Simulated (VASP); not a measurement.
# P (R-3m) in VASP: a series of runs, part 2 of 2

VASP 6.6.1. The steps go on from the part before.

## Step 3: Single point, r2SCAN (strain -0.015 along x and y, +0.000 along z)

Contents of POSCAR:

```
P
1.0
    1.6998393003      0.9814026776      3.1296800121
   -1.6998393003      0.9814026776      3.1296800121
    0.0000000000     -1.9628053552      3.1296800121
P
2
Direct
    0.2270802500      0.2270802500      0.2270802500
    0.7729197500      0.7729197500      0.7729197500
```

Contents of INCAR.step1:

```
SYSTEM = P
ALGO = Normal
EDIFF = 1E-4
ENCUT = 520
GGA = PE
ISMEAR = 0
LASPH = .TRUE.
LCHARG = .FALSE.
LREAL = .FALSE.
LWAVE = .TRUE.
NBANDS = 12
NELM = 100
PREC = Accurate
SIGMA = 0.15
```

Contents of INCAR.step2:

```
SYSTEM = P
ALGO = Normal
EDIFF = 1E-7
ENCUT = 520
ISIF = 2
ISMEAR = 0
ISTART = 1
LASPH = .TRUE.
LCHARG = .FALSE.
LMIXTAU = .TRUE.
LREAL = .FALSE.
LWAVE = .FALSE.
METAGGA = R2SCAN
NBANDS = 12
NELM = 100
PREC = Accurate
SIGMA = 0.15
```

Contents of KPOINTS:

```
k-points
0
G
  18 18 18
  0 0 0
```

Potentials or basis: VASP PAW PBE potentials, release 64 (P).

Command:

```console
$ cat potpaw_PBE.64/P/POTCAR > POTCAR
$ cp INCAR.step1 INCAR
$ mpirun -np 1 vasp_std > vasp.out
$ cp INCAR.step2 INCAR
$ mpirun -np 1 vasp_std > vasp.out
```

OUTCAR:

```text
SYSTEM = P
   EDIFF = 1E-7
   ENCUT = 520
   ISIF = 2
   ISMEAR = 0
   ISTART = 1
   LASPH = .TRUE.
   LREAL = .FALSE.
   METAGGA = R2SCAN
   NELM = 100
   PREC = Accurate

 ion  position               nearest neighbor table
   1  0.227  0.227  0.227-   2 2.27   2 2.27   2 2.27   2 2.80   2 2.80   2 2.80
   2  0.773  0.773  0.773-   1 2.27   1 2.27   1 2.27   1 2.80   1 2.80   1 2.80

  LATTYP: Found a trigonal (rhomboedric) cell.
 ALAT       =     3.6942525415
 COS(alpha) =     0.5765593322

  Lattice vectors:

 A1 = (   1.6998393003,   0.9814026776,   3.1296800121)
 A2 = (  -1.6998393003,   0.9814026776,   3.1296800121)
 A3 = (   0.0000000000,  -1.9628053552,   3.1296800121)

Analysis of symmetry for initial positions (statically):
=====================================================================
 Subroutine PRICEL returns:
 Original cell was already a primitive cell.

 Routine SETGRP: Setting up the symmetry group for a
 trigonal (rhombohedral) supercell.

 Subroutine GETGRP returns: Found 12 space group operations
 (whereof 12 operations were pure point group operations)
 out of a pool of 12 trial point group operations.

The static configuration has the point symmetry D_3d.

Analysis of symmetry for dynamics (positions and initial velocities):
=====================================================================
 Subroutine PRICEL returns:
 Original cell was already a primitive cell.

 Routine SETGRP: Setting up the symmetry group for a
 trigonal (rhombohedral) supercell.

 Subroutine GETGRP returns: Found 12 space group operations
 (whereof 12 operations were pure point group operations)
 out of a pool of 12 trial point group operations.

The dynamic configuration has the point symmetry D_3d.

 Subroutine INISYM returns: Found 12 space group operations
[... 121 lines left out ...]
   LORBIT       =      0    0 simple, 1 ext, 2 COOP (PROOUT), +10 PAW based schemes
   METAGGA = R2SCAN    functional components
   LHFCALC =     F    Hartree Fock is set to
   AEXX    =    0.0000 exact exchange contribution
   IVDW    =     0    specifies the selected vdW correction
   LEPSILON=     F    determine dielectric tensor
   LRPA    =     F    only Hartree local field effects (RPA)
 non-spin polarized calculation
 Gauss-broadening in eV      SIGMA  =   0.15
  energy-cutoff  :      520.00
  volume of cell :       31.33
 maximum number of plane-waves:       859
   NGX = 13   NGY = 13   NGZ = 13

 number of electron      10.0000000 magnetization

 Free energy of the ion-electron system (eV)
  ---------------------------------------------------
  ext. energy  EPLUGINS =         0.00000000
  ---------------------------------------------------
  free energy    TOTEN  =       -17.76120183 eV

  energy without entropy =      -17.75769310  energy(sigma->0) =      -17.75944747

 E-fermi :   9.5222     XC(G=0): -11.4316

 val. band max:        9.5137136951   @ k =   0.4444   0.3889   0.3889
 cond. band min:       9.5321631378   @ k =  -0.3889   0.0556   0.0000
 fundamental gap:      0.0184494427
 Fermi energy:         9.5221741024

 k-point     1 :       0.0000    0.0000    0.0000
  band No.  band energies     occupation
      1      -8.3086      2.00000
      2       5.7543      2.00000
      3       5.8747      2.00000
      4       6.2601      2.00000
      5       6.2601      2.00000
      6      11.0208      0.00000
      7      12.2543      0.00000
      8      12.2543      0.00000
      9      15.6580      0.00000
     10      15.6580      0.00000
     11      16.9491      0.00000
     12      16.9491      0.00000
[... 331 lines left out ...]
 k-point    24 :      -0.2222    0.0556    0.0000
  band No.  band energies     occupation
      1      -7.2311      2.00000
      2       1.2157      2.00000
      3       5.1482      2.00000
      4       5.9855      2.00000
      5       7.6702      2.00000
      6      10.7864      0.00000
      7      10.9744      0.00000
      8      11.8394      0.00000
      9      15.0271      0.00000
     10      15.7151      0.00000
     11      17.0501      0.00000
     12      21.1701      0.00000

 [... further k-points ...]

------------------------ aborting loop because EDIFF is reached ----------------------------------------

  FORCE on cell =-STRESS in cart. coord.  units (eV):
  Direction    XX          YY          ZZ          XY          YZ          ZX
  --------------------------------------------------------------------------------------
  -------------------------------------------------------------------------------------
  Total        0.8911704      0.8911704      0.2709470      0.0000000      0.0000000      0.0000000
  in kB       45.5790266     45.5790266     13.8576187      0.0000000      0.0000000      0.0000000
  external PRESSURE =      35.0052240 kB  Pullay stress =       0.0000000 kB

 VOLUME and BASIS-vectors are now :
 -----------------------------------------------------------------------------
  energy-cutoff  :      520.00
  volume of cell :       31.33
      direct lattice vectors                 reciprocal lattice vectors
     1.699839300  0.981402678  3.129680012     0.294145452  0.169824956  0.106507161
    -1.699839300  0.981402678  3.129680012    -0.294145452  0.169824956  0.106507161
     0.000000000 -1.962805355  3.129680012     0.000000000 -0.339649912  0.106507161

 POSITION                                       TOTAL-FORCE (eV/Angst)
 -----------------------------------------------------------------------------------
      0.00000      0.00000      2.13207         0.000000     -0.000000      0.157498
      0.00000      0.00000      7.25697         0.000000      0.000000     -0.157498
 -----------------------------------------------------------------------------------
    total drift:                                0.000000     -0.000000     -0.000000

  FREE ENERGIE OF THE ION-ELECTRON SYSTEM (eV)
  ---------------------------------------------------
  free  energy   TOTEN  =       -17.7612018318 eV

  energy  without entropy=      -17.7576931040  energy(sigma->0) =      -17.75944747
```

OSZICAR.step1:

```text
N       E                     dE             d eps       ncg     rms          rms(c)
DAV:   1     0.219341865578E+02    0.21934E+02   -0.45694E+03 13928   0.723E+02
DAV:   2    -0.947177121773E+01   -0.31406E+02   -0.29921E+02 18132   0.117E+02
DAV:   3    -0.106520556888E+02   -0.11803E+01   -0.11732E+01 18132   0.214E+01
DAV:   4    -0.106594172828E+02   -0.73616E-02   -0.73566E-02 16528   0.204E+00
DAV:   5    -0.106594756512E+02   -0.58368E-04   -0.58367E-04 18348   0.174E-01    0.734E+00
DAV:   6    -0.106350877152E+02    0.24388E-01   -0.95050E-03 16380   0.552E-01    0.438E+00
DAV:   7    -0.106234955889E+02    0.11592E-01   -0.18789E-02 16628   0.841E-01    0.102E-01
DAV:   8    -0.106236378477E+02   -0.14226E-03   -0.15022E-03 16484   0.256E-01    0.556E-02
DAV:   9    -0.106236639143E+02   -0.26067E-04   -0.68376E-05 10108   0.567E-02
   1 F= -.10623664E+02 E0= -.10621568E+02  d E =-.419188E-02
```

It took 6.4 min on 1 thread of Intel Xeon 6975P-C (Granite Rapids), shared host; peak memory 0.28 GiB.

What came out:

| Property | Result |
| --- | --- |
| Free energy | -17.7612 eV |
| Pressure | 3.5 GPa |
| Largest force | 0.157 eV/Å |
| Band gap on the k mesh | zero (bands 5 and 6 overlap by 0.81 eV) |

Forces on the atoms (eV/Å):
```
P    0.000  0.000  0.157
P    0.000  0.000 -0.157
```

Levels at points of the mesh, in eV from the Fermi level:
```
           k point  band 2  band 3  band 4  band 5  band 6  band 7  band 8  band 9
(0.00, 0.00, 0.00)   -3.77   -3.65   -3.26   -3.26    1.50    2.73    2.73    6.14
(0.50, 0.00, 0.00)  -12.83   -4.36   -3.94   -0.95   -0.08    0.19    0.49    8.83
(0.50, 0.50, 0.00)  -10.90   -7.29   -6.04   -5.97    0.02    6.57    8.11    9.04
(0.50, 0.50, 0.50)  -11.80   -3.17   -3.17   -0.18   -0.18    0.57    2.70    9.41
```

Caveat: the cell differs from its parent crystal (strain -0.015 along x and y, +0.000 along z); the cell stands under pressure; the PAW data sets were made with another functional, which shifts forces and pressure a little.

The gap in the log of VASP goes by the Fermi energy; the results here count the filled bands.